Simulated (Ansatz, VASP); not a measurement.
**B2N: VASP beside Ansatz**

```xyz
3
Lattice="2.6217 0.0000 0.0000 0.0000 2.6217 0.0000 0.0000 0.0000 3.7309" Properties=species:S:1:pos:R:3 pbc="T T T"
B     0.0000    1.3108    1.5862
B     1.3108    0.0000    1.5862
N     1.3108    1.3108    2.4837
```

Alike in both runs: functional PBE; k mesh 7 × 7 × 5; occupations gaussian, width 0.2 eV; no spin polarisation.

Ansatz relaxed the structure, and its values are those at the end. VASP's run is a single point on that final structure, the one shown.

|  | VASP | Ansatz |
| --- | --- | --- |
| version | VASP 6.6.1 | Ansatz 0.2.0 |
| potentials or method | VASP PAW PBE potentials, release 64 (B, N), cutoff 600 eV | scalar-relativistic, plane waves, PAW |
| valence electrons in the cell | 11 | 11 |

```tsv
	VASP	Ansatz	Ansatz less VASP
gap on the k mesh at the Fermi level (eV)	none	none	-
pressure (GPa)	-0.3	-0.3	-0.03
rms of the force components (eV/Å)	0.009	0.004	-0.0049
```

A gap of «none» marks a metal or a gap that the smearing closes.
